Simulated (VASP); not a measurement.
# CsBe3S3 (Pm-3n) in VASP: notebook

The runs below take CsBe3S3 through single point, relaxation of cell and atoms, with PBE.

Everything below comes from runs of VASP 6.6.1. Logs are shortened: lines on timing, memory, paths and dates and some standing lists are left out, and cuts for length are marked.

## Step 1: The cell of the first run

The structure is cubic, space group Pm-3n (No. 223). The conventional cell has a = 6.216 Å, b = 6.216 Å, c = 6.216 Å, α = 90.00°, β = 90.00°, γ = 90.00°. Within 4.6 Å of Cs (site symmetry m-3) lie 12 Be at 3.47 Å and 12 S at 3.47 Å. Be (site symmetry -4m2) has 4 S at 2.20 Å within 2.9 Å. Within 2.9 Å of S (site symmetry -4m2) lie 4 Be at 2.20 Å.

The cell was generated, and may not be a known phase.

## Step 2: Single point, PBE

INCAR reads:

```
PREC = Accurate
ENCUT = 520
EDIFF = 1E-7
ISMEAR = 0
SIGMA = 0.1
LREAL = F
LASPH = T
NELM = 60
ALGO = Normal
ISIF = 2
LWAVE = F
LCHARG = F
GGA = PE
NBANDS = 46
```

KPOINTS reads:

```
regular mesh
0
Gamma
  4 4 4
```

POSCAR reads:

```
CsBe3S3
1.0
    6.2157797375      0.0000000000      0.0000000000
    0.0000000000      6.2157797375      0.0000000000
    0.0000000000      0.0000000000      6.2157797375
Cs Be S
2 6 6
Direct
    0.5000000000      0.5000000000      0.5000000000
    0.0000000000      0.0000000000      0.0000000000
    0.5000000000      0.0000000000      0.7500000000
    0.7500000000      0.5000000000      0.0000000000
    0.0000000000      0.7500000000      0.5000000000
    0.5000000000      0.0000000000      0.2500000000
    0.2500000000      0.5000000000      0.0000000000
    0.0000000000      0.2500000000      0.5000000000
    0.0000000000      0.5000000000      0.7500000000
    0.7500000000      0.0000000000      0.5000000000
    0.5000000000      0.7500000000      0.0000000000
    0.0000000000      0.5000000000      0.2500000000
    0.2500000000      0.0000000000      0.5000000000
    0.5000000000      0.2500000000      0.0000000000
```

Potentials or basis: VASP PAW PBE potentials, release 64 (Cs_sv, Be, S).

On the command line:

```
$ cat potpaw_PBE.64/Cs_sv/POTCAR potpaw_PBE.64/Be/POTCAR potpaw_PBE.64/S/POTCAR > POTCAR
$ mpirun -np 1 vasp_std > vasp.out
```

OUTCAR:

```text
PREC = Accurate
   ENCUT = 520
   EDIFF = 1E-7
   ISMEAR = 0
   LREAL = F
   LASPH = T
   NELM = 60
   ISIF = 2
   GGA = PE

 ion  position               nearest neighbor table
   1  0.500  0.500  0.500-
   2  0.000  0.000  0.000-
   3  0.500  0.000  0.750-  10 2.20  11 2.20  13 2.20  14 2.20
   4  0.750  0.500  0.000-   9 2.20  11 2.20  12 2.20  14 2.20
   5  0.000  0.750  0.500-   9 2.20  10 2.20  12 2.20  13 2.20
   6  0.500  0.000  0.250-  10 2.20  11 2.20  13 2.20  14 2.20
   7  0.250  0.500  0.000-   9 2.20  11 2.20  12 2.20  14 2.20
   8  0.000  0.250  0.500-   9 2.20  10 2.20  12 2.20  13 2.20
   9  0.000  0.500  0.750-   4 2.20   5 2.20   7 2.20   8 2.20
  10  0.750  0.000  0.500-   3 2.20   5 2.20   6 2.20   8 2.20
  11  0.500  0.750  0.000-   3 2.20   4 2.20   6 2.20   7 2.20
  12  0.000  0.500  0.250-   4 2.20   5 2.20   7 2.20   8 2.20
  13  0.250  0.000  0.500-   3 2.20   5 2.20   6 2.20   8 2.20
  14  0.500  0.250  0.000-   3 2.20   4 2.20   6 2.20   7 2.20

  LATTYP: Found a simple cubic cell.
 ALAT       =     6.2157797375

  Lattice vectors:

 A1 = (   6.2157797375,   0.0000000000,   0.0000000000)
 A2 = (   0.0000000000,   6.2157797375,   0.0000000000)
 A3 = (   0.0000000000,   0.0000000000,   6.2157797375)

Analysis of symmetry for initial positions (statically):
=====================================================================
 Subroutine PRICEL returns:
 Original cell was already a primitive cell.

 Routine SETGRP: Setting up the symmetry group for a
 simple cubic supercell.

 Subroutine GETGRP returns: Found 48 space group operations
 (whereof 24 operations were pure point group operations)
 out of a pool of 48 trial point group operations.

The static configuration has the point symmetry T_h .
 The point group associated with its full space group is O_h .

Analysis of symmetry for dynamics (positions and initial velocities):
=====================================================================
 Subroutine PRICEL returns:
 Original cell was already a primitive cell.

 Routine SETGRP: Setting up the symmetry group for a
 simple cubic supercell.

 Subroutine GETGRP returns: Found 48 space group operations
 (whereof 24 operations were pure point group operations)
 out of a pool of 48 trial point group operations.

The dynamic configuration has the point symmetry T_h .
 The point group associated with its full space group is O_h .

 Subroutine INISYM returns: Found 48 space group operations
 (whereof 24 operations are pure point group operations),
 and found     1 'primitive' translations

----------------------------------------------------------------------------------------

                                     Primitive cell

  volume of cell :     240.1524

  direct lattice vectors                    reciprocal lattice vectors
     6.215779738  0.000000000  0.000000000     0.160880862  0.000000000  0.000000000
     0.000000000  6.215779738  0.000000000     0.000000000  0.160880862  0.000000000
     0.000000000  0.000000000  6.215779738     0.000000000  0.000000000  0.160880862

  length of vectors
     6.215779738  6.215779738  6.215779738     0.160880862  0.160880862  0.160880862

  position of ions in fractional coordinates (direct lattice)
     0.500000000  0.500000000  0.500000000
     0.000000000  0.000000000  0.000000000
     0.500000000  0.000000000  0.750000000
     0.750000000  0.500000000  0.000000000
     0.000000000  0.750000000  0.500000000
     0.500000000  0.000000000  0.250000000
     0.250000000  0.500000000  0.000000000
     0.000000000  0.250000000  0.500000000
     0.000000000  0.500000000  0.750000000
     0.750000000  0.000000000  0.500000000
     0.500000000  0.750000000  0.000000000
     0.000000000  0.500000000  0.250000000
     0.250000000  0.000000000  0.500000000
     0.500000000  0.250000000  0.000000000

  ion indices of the primitive-cell ions
   primitive index   ion index
                 1           1
                 2           2
                 3           3
                 4           4
                 5           5
                 6           6
                 7           7
                 8           8
                 9           9
                10          10
                11          11
                12          12
                13          13
                14          14

----------------------------------------------------------------------------------------

 KPOINTS: regular mesh

Automatic generation of k-mesh.
 Grid dimensions read from file:
 generate k-points for:    4    4    4

 Generating k-lattice:

  Cartesian coordinates                     Fractional coordinates (reciprocal lattice)
     0.040220215  0.000000000  0.000000000     0.250000000  0.000000000  0.000000000
     0.000000000  0.040220215  0.000000000     0.000000000  0.250000000  0.000000000
     0.000000000  0.000000000  0.040220215     0.000000000  0.000000000  0.250000000

  Length of vectors
     0.040220215  0.040220215  0.040220215

  Shift w.r.t. Gamma in fractional coordinates (k-lattice)
     0.000000000  0.000000000  0.000000000

 Subroutine IBZKPT returns following result:
 ===========================================

 Found     10 irreducible k-points:

 Following reciprocal coordinates:
            Coordinates               Weight
  0.000000  0.000000  0.000000      1.000000
  0.250000  0.000000  0.000000      6.000000
  0.500000  0.000000  0.000000      3.000000
  0.250000  0.250000  0.000000     12.000000
  0.500000  0.250000  0.000000     12.000000
  0.500000  0.500000  0.000000      3.000000
  0.250000  0.250000  0.250000      8.000000
  0.500000  0.250000  0.250000     12.000000
  0.500000  0.500000  0.250000      6.000000
  0.500000  0.500000  0.500000      1.000000
   k-points           NKPTS =     10   k-points in BZ     NKDIM =     10   number of bands    NBANDS=     46
   number of dos      NEDOS =    301   number of ions     NIONS =     14
   total plane-waves  NPLWV = 110592
   dimension x,y,z NGX =    48 NGY =   48 NGZ =   48
   dimension x,y,z NGXF=    96 NGYF=   96 NGZF=   96
   ions per type =               2   6   6
   NGX,Y,Z   is equivalent  to a cutoff of  12.84, 12.84, 12.84 a.u.
   NGXF,Y,Z  is equivalent  to a cutoff of  25.68, 25.68, 25.68 a.u.
 SYSTEM =  unknown system
   PREC   = accura    normal or accurate (medium, high low for compatibility)
   ISTART =      0    job   : 0-new  1-cont  2-samecut
   ICHARG =      2    charge: 1-file 2-atom 10-const
   ISPIN  =      1    spin polarized calculation?
   LNONCOLLINEAR =      F non collinear calculations
   LSORBIT =      F    spin-orbit coupling
   LASPH  =      T    aspherical Exc in radial PAW
   ENCUT  =  520.0 eV  38.22 Ry    6.18 a.u.  11.56 11.56 11.56*2*pi/ulx,y,z
   NELM   =     60;   NELMIN=  2; NELMDL= -5     # of ELM steps
   EDIFF  = 0.1E-06   stopping-criterion for ELM
   LREAL  =      F    real-space projection
   EDIFFG = 0.1E-05   stopping-criterion for IOM
   NSW    =      0    number of steps for IOM
   IBRION =     -1    ionic relax: 0-MD 1-quasi-New 2-CG
   NFREE  =      0    steps in history (QN), initial steepest desc. (CG)
   ISIF   =      2    stress and relaxation
   ISYM   =      2    0-nonsym 1-usesym 2-fastsym
   POTIM  = 0.5000    time-step for ionic-motion
   TEBEG  =    0.0;   TEEND  =   0.0 temperature during run
   PSTRESS=    0.0 pullay stress
   NELECT =      66.0000    total number of electrons
   NUPDOWN=      -1.0000    fix difference up-down
   EMIN   =  10.00;   EMAX   =-10.00  energy-range for DOS
   EFERMI =   0.00;   METHOD = LEGACY
   ISMEAR =     0;   SIGMA  =   0.10  broadening in eV -4-tet -1-fermi 0-gaus
   EFERMI_NEDOS =   21; number of points for ismear=-14 and -15
   IALGO  =     38    algorithm
   IMIX   =      4    mixing-type and parameters
     AMIX     =   0.40;   BMIX     =  1.00
     AMIX_MAG =   1.60;   BMIX_MAG =  1.00
  volume/ion in A,a.u.               =      17.15       115.76
  Fermi-wavevector in a.u.,A,eV,Ry     =   1.064373  2.011373 15.413903  1.132890
  Thomas-Fermi vector in A             =   2.199889
   LORBIT       =      0    0 simple, 1 ext, 2 COOP (PROOUT), +10 PAW based schemes
   GGA     = PE    functional components
   LHFCALC =     F    Hartree Fock is set to
   AEXX    =    0.0000 exact exchange contribution
   IVDW    =     0    specifies the selected vdW correction
   LEPSILON=     F    determine dielectric tensor
   LRPA    =     F    only Hartree local field effects (RPA)
 non-spin polarized calculation
 Gauss-broadening in eV      SIGMA  =   0.10
  energy-cutoff  :      520.00
  volume of cell :      240.15
 maximum number of plane-waves:      6496
 NGX is ok and might be reduce to    48
   NGX = 23   NGY = 23   NGZ = 23

 number of electron      65.9999998 magnetization

 Free energy of the ion-electron system (eV)
  ---------------------------------------------------
  ext. energy  EPLUGINS =         0.00000000
  ---------------------------------------------------
  free energy    TOTEN  =       -57.75783112 eV

  energy without entropy =      -57.72517197  energy(sigma->0) =      -57.74150154

 E-fermi :   7.2327     XC(G=0):  -9.7806

 val. band max:        7.1612949147   @ k =   0.2500   0.2500   0.0000
 cond. band min:       7.2371450195   @ k =   0.5000   0.2500   0.2500
 fundamental gap:      0.0758501048
 Fermi energy:         7.2327460310

 k-point     1 :       0.0000    0.0000    0.0000
  band No.  band energies     occupation
      1     -16.2983      2.00000
      2     -16.2572      2.00000
      3      -9.3480      2.00000
      4      -8.7244      2.00000
      5      -8.7244      2.00000
      6      -7.6930      2.00000
[... 37 lines left out ...]
     44       9.9408      0.00000
     45       9.9408      0.00000

 k-point     2 :       0.2500    0.0000    0.0000
  band No.  band energies     occupation
      1     -16.2904      2.00000
      2     -16.2613      2.00000
      3      -9.2908      2.00000
      4      -8.8707      2.00000
      5      -8.6114      2.00000
      6      -7.8785      2.00000
[... 37 lines left out ...]
     44       9.9381      0.00000
     45      10.0107      0.00000

 k-point     3 :       0.5000    0.0000    0.0000
  band No.  band energies     occupation
      1     -16.2739      2.00000
      2     -16.2739      2.00000
      3      -9.1223      2.00000
      4      -9.1223      2.00000
      5      -8.2823      2.00000
      6      -8.2823      2.00000
[... 37 lines left out ...]
     44       9.6637      0.00000
     45       9.8128      0.00000

 k-point     4 :       0.2500    0.2500    0.0000
  band No.  band energies     occupation
      1     -16.2842      2.00000
      2     -16.2636      2.00000
      3      -9.2306      2.00000
      4      -8.8678      2.00000
      5      -8.6322      2.00000
      6      -7.9531      2.00000
[... 229 lines left out ...]
     44       9.5046      0.00000
     45      10.3873      0.00000

 k-point     9 :       0.5000    0.5000    0.2500
  band No.  band energies     occupation
      1     -16.2681      2.00000
      2     -16.2681      2.00000
      3      -8.9410      2.00000
      4      -8.7511      2.00000
      5      -8.4560      2.00000
      6      -8.4560      2.00000
[... 37 lines left out ...]
     44       9.5611      0.00000
     45       9.8321      0.00000

 k-point    10 :       0.5000    0.5000    0.5000
  band No.  band energies     occupation
      1     -16.2662      2.00000
      2     -16.2662      2.00000
      3      -8.5032      2.00000
      4      -8.5032      2.00000
      5      -8.5032      2.00000
      6      -8.5032      2.00000
[... 37 lines left out ...]
     44       9.1855      0.00000
     45       9.1855      0.00000
 [bands above 45 left out]

------------------------ aborting loop because EDIFF is reached ----------------------------------------

  FORCE on cell =-STRESS in cart. coord.  units (eV):
  Direction    XX          YY          ZZ          XY          YZ          ZX
  --------------------------------------------------------------------------------------
  -------------------------------------------------------------------------------------
  Total        0.4512698      0.4512698      0.4512698      0.0000000      0.0000000      0.0000000
  in kB        3.0106482      3.0106482      3.0106482      0.0000000      0.0000000      0.0000000
  external PRESSURE =       3.0106482 kB  Pullay stress =       0.0000000 kB

 VOLUME and BASIS-vectors are now :
 -----------------------------------------------------------------------------
  energy-cutoff  :      520.00
  volume of cell :      240.15
      direct lattice vectors                 reciprocal lattice vectors
     6.215779738  0.000000000  0.000000000     0.160880862  0.000000000  0.000000000
     0.000000000  6.215779738  0.000000000     0.000000000  0.160880862  0.000000000
     0.000000000  0.000000000  6.215779738     0.000000000  0.000000000  0.160880862

 POSITION                                       TOTAL-FORCE (eV/Angst)
 -----------------------------------------------------------------------------------
      3.10789      3.10789      3.10789        -0.000000     -0.000000     -0.000000
      0.00000      0.00000      0.00000        -0.000000     -0.000000     -0.000000
      3.10789      0.00000      4.66183        -0.000000     -0.000000     -0.000000
      4.66183      3.10789      0.00000         0.000000     -0.000000     -0.000000
      0.00000      4.66183      3.10789        -0.000000     -0.000000     -0.000000
      3.10789      0.00000      1.55394        -0.000000     -0.000000     -0.000000
      1.55394      3.10789      0.00000        -0.000000      0.000000     -0.000000
      0.00000      1.55394      3.10789         0.000000     -0.000000     -0.000000
      0.00000      3.10789      4.66183        -0.000000     -0.000000      0.000000
      4.66183      0.00000      3.10789         0.000000     -0.000000     -0.000000
      3.10789      4.66183      0.00000         0.000000      0.000000      0.000000
      0.00000      3.10789      1.55394        -0.000000      0.000000     -0.000000
      1.55394      0.00000      3.10789        -0.000000      0.000000      0.000000
      3.10789      1.55394      0.00000        -0.000000     -0.000000      0.000000
 -----------------------------------------------------------------------------------
    total drift:                               -0.000000     -0.000000      0.000000

  FREE ENERGIE OF THE ION-ELECTRON SYSTEM (eV)
  ---------------------------------------------------
  free  energy   TOTEN  =       -57.7578311180 eV

  energy  without entropy=      -57.7251719695  energy(sigma->0) =      -57.74150154
```

Wall time 85 s (1 thread of AMD EPYC 9R45 (Zen 5), shared host); peak memory 0.34 GiB.

What came out:

```
Free energy            : -57.7578 eV
Pressure               : 0.3 GPa
Band gap on the k mesh : zero (bands 33 and 34 overlap by 1.63 eV)
```

Levels at points of the mesh, in eV from the Fermi level:
| k point | band 30 | band 31 | band 32 | band 33 | band 34 | band 35 |
| --- | --- | --- | --- | --- | --- | --- |
| (0.00, 0.00, 0.00) | -3.61 | -3.61 | -3.61 | 0.40 | 0.40 | 0.40 |
| (0.50, 0.00, 0.00) | -4.81 | -3.80 | -3.80 | -0.30 | -0.30 | 0.60 |
| (0.50, 0.50, 0.00) | -5.00 | -4.79 | -3.84 | -0.42 | -0.42 | 0.05 |
| (0.50, 0.50, 0.50) | -5.58 | -5.58 | -5.58 | 1.21 | 1.21 | 1.21 |

Caveat: spin-orbit coupling is left out, which moves the levels of the heavy elements.

(Part 1 of 3 ends here.)

The gap in the log of VASP goes by the Fermi energy; the results here count the filled bands.